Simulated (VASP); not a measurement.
A run of VASP 6.6.1:

The input INCAR:

```
ALGO = Normal ; EDIFF = 1E-7
EDIFFG = -0.08 ; ENCUT = 500
GGA = PE ; GGA_COMPAT = False
IBRION = 2 ; ISIF = 3
ISMEAR = 0 ; LASPH = True
LCHARG = False ; LMAXMIX = 6
LREAL = False ; LWAVE = False
NELM = 200 ; NELMIN = 4
NSW = 36 ; PREC = Accurate
SIGMA = 0.2
```

File KPOINTS:

```
k-points
0
Gamma
  5 5 7
```

The input POSCAR:

```
NdMo
1.0
    4.2412780300      0.0000000000      0.0000000000
    0.0000000000      4.2412780300      0.0000000000
    0.0000000000      0.0000000000      2.6552310800
Nd Mo
1 1
Direct
    0.0000000000      0.0000000000      0.0000000000
    0.5000000000      0.5000000000      0.5000000000
```

Potentials or basis: VASP PAW PBE potentials, release 64 (Nd_3, Mo_sv), 4f in core.

Run with:

```console
$ cat potpaw_PBE.64/Nd_3/POTCAR potpaw_PBE.64/Mo_sv/POTCAR > POTCAR
$ mpirun -np 1 vasp_std > vasp.out
```

Hardware: 1 thread of AMD EPYC 9R45 96-Core Processor (Zen 5), on a shared host.

Task: Estimate the wall time of this run.

Result: It took 88 s on 1 thread of AMD EPYC 9R45 96-Core Processor (Zen 5) (shared host), peak memory 0.15 GiB. Counts: scf iterations 121, k points 24, ion steps 11.
